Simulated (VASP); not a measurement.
# Hf (Fm-3m) in VASP: settings compared, part 2 of 2

VASP 6.6.1.

## (4) Single point, B3LYP

Contents of POSCAR:

```
Hf
1.0
    0.0000000000      2.2200000000      2.2200000000
    2.2200000000      0.0000000000      2.2200000000
    2.2200000000      2.2200000000      0.0000000000
Hf
1
Direct
    0.0000000000      0.0000000000      0.0000000000
```

Contents of INCAR.step1:

```
SYSTEM = Hf
  PREC = Accurate
  ENCUT = 520
  EDIFF = 1E-5
  ISMEAR = -1
  SIGMA = 0.05
  LREAL = .False.
  LASPH = .True.
  NELM = 100
  ALGO = Normal
  ISIF = 2
  LWAVE = .True.
  NBANDS = 11
  GGA = PE
```

Contents of INCAR.step2:

```
SYSTEM = Hf
  PREC = Accurate
  ENCUT = 520
  EDIFF = 1E-6
  ISMEAR = -1
  SIGMA = 0.05
  LREAL = .False.
  LASPH = .True.
  NELM = 100
  ALGO = Normal
  ISIF = 2
  LWAVE = .False.
  LCHARG = .True.
  GGA = B3
  LHFCALC = .True.
  AEXX = 0.2
  AGGAX = 0.72
  AGGAC = 0.81
  ALDAC = 0.19
  PRECFOCK = Normal
  LELF = .True.
  LVHAR = .True.
  NBANDS = 11
  ISTART = 1
```

Contents of KPOINTS:

```
Automatic mesh
0
Gamma
  5 5 5
  0 0 0
```

Potentials or basis: VASP PAW PBE potentials, release 64 (Hf_pv).

Started as:

```bash
cat potpaw_PBE.64/Hf_pv/POTCAR > POTCAR
cp INCAR.step1 INCAR
mpirun -np 1 vasp_std > vasp.out
cp INCAR.step2 INCAR
mpirun -np 1 vasp_std > vasp.out
```

OUTCAR:

```text
SYSTEM = Hf
   PREC = Accurate
   ENCUT = 520
   EDIFF = 1E-6
   ISMEAR = -1
   LREAL = .False.
   LASPH = .True.
   NELM = 100
   ISIF = 2
   GGA = B3
   LHFCALC = .True.
   AEXX = 0.2
   PRECFOCK = Normal
   ISTART = 1

 ion  position               nearest neighbor table
   1  0.000  0.000  0.000-

  LATTYP: Found a face centered cubic cell.
 ALAT       =     4.4400000000

  Lattice vectors:

 A1 = (   0.0000000000,   2.2200000000,   2.2200000000)
 A2 = (   2.2200000000,   0.0000000000,   2.2200000000)
 A3 = (   2.2200000000,   2.2200000000,   0.0000000000)

Analysis of symmetry for initial positions (statically):
=====================================================================
 Subroutine PRICEL returns:
 Original cell was already a primitive cell.

 Routine SETGRP: Setting up the symmetry group for a
 face centered cubic supercell.

 Subroutine GETGRP returns: Found 48 space group operations
 (whereof 48 operations were pure point group operations)
 out of a pool of 48 trial point group operations.

The static configuration has the point symmetry O_h .

Analysis of symmetry for dynamics (positions and initial velocities):
=====================================================================
 Subroutine PRICEL returns:
 Original cell was already a primitive cell.

 Routine SETGRP: Setting up the symmetry group for a
 face centered cubic supercell.

 Subroutine GETGRP returns: Found 48 space group operations
 (whereof 48 operations were pure point group operations)
 out of a pool of 48 trial point group operations.

The dynamic configuration has the point symmetry O_h .

 Subroutine INISYM returns: Found 48 space group operations
 (whereof 48 operations are pure point group operations),
 and found     1 'primitive' translations

----------------------------------------------------------------------------------------

                                     Primitive cell

  volume of cell :      21.8821

  direct lattice vectors                    reciprocal lattice vectors
     0.000000000  2.220000000  2.220000000    -0.225225225  0.225225225  0.225225225
     2.220000000  0.000000000  2.220000000     0.225225225 -0.225225225  0.225225225
     2.220000000  2.220000000  0.000000000     0.225225225  0.225225225 -0.225225225

  length of vectors
     3.139554108  3.139554108  3.139554108     0.390101533  0.390101533  0.390101533

  position of ions in fractional coordinates (direct lattice)
     0.000000000  0.000000000  0.000000000

  ion indices of the primitive-cell ions
   primitive index   ion index
                 1           1

----------------------------------------------------------------------------------------

 KPOINTS: Automatic mesh

Automatic generation of k-mesh.
 Grid dimensions read from file:
 generate k-points for:    5    5    5

 Generating k-lattice:

  Cartesian coordinates                     Fractional coordinates (reciprocal lattice)
[... 25 lines left out ...]
 -0.400000  0.400000  0.000000     12.000000
 -0.400000  0.400000  0.200000     24.000000
   k-points           NKPTS =     10   k-points in BZ     NKDIM =    125   number of bands    NBANDS=     11
   number of dos      NEDOS =    301   number of ions     NIONS =      1
   total plane-waves  NPLWV =  13824
   dimension x,y,z NGX =    24 NGY =   24 NGZ =   24
   dimension x,y,z NGXF=    48 NGYF=   48 NGZF=   48
   ions per type =               1
   NGX,Y,Z   is equivalent  to a cutoff of  12.71, 12.71, 12.71 a.u.
   NGXF,Y,Z  is equivalent  to a cutoff of  25.42, 25.42, 25.42 a.u.
 SYSTEM =  Hf
   PREC   = accura    normal or accurate (medium, high low for compatibility)
   ISTART =      1    job   : 0-new  1-cont  2-samecut
   ICHARG =      0    charge: 1-file 2-atom 10-const
   ISPIN  =      1    spin polarized calculation?
   LNONCOLLINEAR =      F non collinear calculations
   LSORBIT =      F    spin-orbit coupling
   LASPH  =      T    aspherical Exc in radial PAW
   ENCUT  =  520.0 eV  38.22 Ry    6.18 a.u.   5.84  5.84  5.84*2*pi/ulx,y,z
   NELM   =    100;   NELMIN=  2; NELMDL=  0     # of ELM steps
   EDIFF  = 0.1E-05   stopping-criterion for ELM
   LREAL  =      F    real-space projection
   EDIFFG = 0.1E-04   stopping-criterion for IOM
   NSW    =      0    number of steps for IOM
   IBRION =     -1    ionic relax: 0-MD 1-quasi-New 2-CG
   NFREE  =      0    steps in history (QN), initial steepest desc. (CG)
   ISIF   =      2    stress and relaxation
   ISYM   =      3    0-nonsym 1-usesym 2-fastsym
   POTIM  = 0.5000    time-step for ionic-motion
   TEBEG  =    0.0;   TEEND  =   0.0 temperature during run
   PSTRESS=    0.0 pullay stress
   NELECT =      10.0000    total number of electrons
   NUPDOWN=      -1.0000    fix difference up-down
   EMIN   =  10.00;   EMAX   =-10.00  energy-range for DOS
   EFERMI =   0.00;   METHOD = LEGACY
   ISMEAR =    -1;   SIGMA  =   0.05  broadening in eV -4-tet -1-fermi 0-gaus
   EFERMI_NEDOS =   21; number of points for ismear=-14 and -15
   IALGO  =     38    algorithm
   IMIX   =      1    mixing-type and parameters
     AMIX     =   0.40;   BMIX     =  1.00
     AMIX_MAG =   1.60;   BMIX_MAG =  1.00
  volume/ion in A,a.u.               =      21.88       147.67
  Fermi-wavevector in a.u.,A,eV,Ry     =   1.260991  2.382927 21.634588  1.590097
  Thomas-Fermi vector in A             =   2.394472
   LORBIT       =      0    0 simple, 1 ext, 2 COOP (PROOUT), +10 PAW based schemes
   GGA     = B3    functional components
   LHFCALC =     T    Hartree Fock is set to
   PRECFOCK=normal    Normal, Fast or Accurate (Low or Medium for compatibility)
   ENCUT4O =  -1.0   cutoff for four orbital integrals eV
   NKREDX  =     1    reduce k-point grid by
   NKREDY  =     1    reduce k-point grid by
   NKREDZ  =     1    reduce k-point grid by
   AEXX    =    0.2000 exact exchange contribution
   HFSCREEN=    0.0000 screening length (either q_TF or 0.3 A-1)
   HFSCREENC=   0.0000 screening length for correlation (either q_TF or 0.3 A-1)
   ENCUTFOCK=  -1.0 apply spherical cutoff to Coloumb kernel
   IVDW    =     0    specifies the selected vdW correction
   LEPSILON=     F    determine dielectric tensor
   LRPA    =     F    only Hartree local field effects (RPA)
 non-spin polarized calculation
  energy-cutoff  :      520.00
  volume of cell :       21.88
 maximum number of plane-waves:       609
  NGX = 18; NGY = 18; NGZ = 18

 number of electron      10.0000000 magnetization

 Free energy of the ion-electron system (eV)
  ---------------------------------------------------
  ext. energy  EPLUGINS =         0.00000000
  ---------------------------------------------------
  free energy    TOTEN  =       -10.59445743 eV

  energy without entropy =      -10.59110194  energy(sigma->0) =      -10.59277969

 E-fermi :   4.6950     XC(G=0):  -9.0785

 val. band max:        4.5597985436   @ k =  -0.2000   0.2000   0.0000
 cond. band min:       5.2174947389   @ k =   0.2000   0.2000   0.0000
 fundamental gap:      0.6576961953
 Fermi energy:         4.6949838269

 k-point     1 :       0.0000    0.0000    0.0000
  band No.  band energies     occupation
      1     -26.9220      2.00000
      2     -26.9220      2.00000
      3     -26.9220      2.00000
      4      -3.2083      2.00000
      5       7.2071      0.00000
      6       7.2071      0.00000
      7       7.2071      0.00000
      8      10.2659      0.00000
      9      10.2659      0.00000
     10      17.5194      0.00000
     11      19.0659      0.00000
[... 113 lines left out ...]
 k-point    10 :      -0.4000    0.4000    0.2000
  band No.  band energies     occupation
      1     -27.6543      2.00000
      2     -27.4220      2.00000
      3     -27.2042      2.00000
      4       2.6607      2.00000
      5       3.7598      2.00000
      6       4.4667      1.97943
      7       9.1831      0.00000
      8      11.7628      0.00000
      9      13.8342      0.00000
     10      16.6764      0.00000
     11      17.9229      0.00000

------------------------ aborting loop because EDIFF is reached ----------------------------------------

  FORCE on cell =-STRESS in cart. coord.  units (eV):
  Direction    XX          YY          ZZ          XY          YZ          ZX
  --------------------------------------------------------------------------------------
  -------------------------------------------------------------------------------------
  Total        0.6143122      0.6143122      0.6143122      0.0000000     -0.0000000      0.0000000
  in kB       44.9791047     44.9791047     44.9791047      0.0000000     -0.0000000      0.0000000
  external PRESSURE =      44.9791047 kB  Pullay stress =       0.0000000 kB

 VOLUME and BASIS-vectors are now :
 -----------------------------------------------------------------------------
  energy-cutoff  :      520.00
  volume of cell :       21.88
      direct lattice vectors                 reciprocal lattice vectors
     0.000000000  2.220000000  2.220000000    -0.225225225  0.225225225  0.225225225
     2.220000000  0.000000000  2.220000000     0.225225225 -0.225225225  0.225225225
     2.220000000  2.220000000  0.000000000     0.225225225  0.225225225 -0.225225225

 POSITION                                       TOTAL-FORCE (eV/Angst)
 -----------------------------------------------------------------------------------
      0.00000      0.00000      0.00000        -0.000000     -0.000000      0.000000
 -----------------------------------------------------------------------------------
    total drift:                                0.000000     -0.000000      0.000000

  FREE ENERGIE OF THE ION-ELECTRON SYSTEM (eV)
  ---------------------------------------------------
  free  energy   TOTEN  =       -10.5944574340 eV

  energy  without entropy=      -10.5911019436  energy(sigma->0) =      -10.59277969
```

Run time: 77 s. Hardware: 1 thread of Intel Xeon 6975P-C (Granite Rapids), shared host; peak memory 0.15 GiB.

What came out:

```
Free energy            : -10.5945 eV
Pressure               : 4.5 GPa
Band gap on the k mesh : zero (bands 5 and 6 overlap by 2.74 eV)
```

Caveat: the k points lie up to 0.49 Å⁻¹ apart, too coarse for converged energies and pressures of a metal; the PAW data sets were made with another functional, which shifts forces and pressure a little; spin-orbit coupling is left out, which moves the levels of the heavy elements.

## (5) The runs side by side

| level | cell | share of exact exchange | gap on the mesh (eV) | pressure (GPa) |
| --- | --- | --- | --- | --- |
| PBEsol-based global hybrid with 25 % exact exchange | a = 3.140 Å, angles 60.0°, 1 atom | 0.25 | none | -1.4 |
| PBEsol-based global hybrid with 25 % exact exchange | a = 3.147 Å, angles 60.0°, 1 atom | 0.25 | none | -2.2 |
| B3LYP | a = 3.140 Å, angles 60.0°, 1 atom | 0.2 | none | 4.5 |

Alike in all rows: task single point; potentials or basis VASP PAW PBE potentials, release 64 (Hf_pv); no spin polarisation; k mesh 5 × 5 × 5; cutoff (eV) 520; smearing fermi-dirac 0.05 eV.

Caveats: all runs use coarse meshes; the PAW data sets were made with another functional, which shifts forces and pressure a little; spin-orbit coupling is left out, which moves the levels of the heavy elements.

Total energies depend on the potentials used, so only differences within one code and one set of settings carry meaning.

The gap in the log of VASP goes by the Fermi energy; the results here count the filled bands.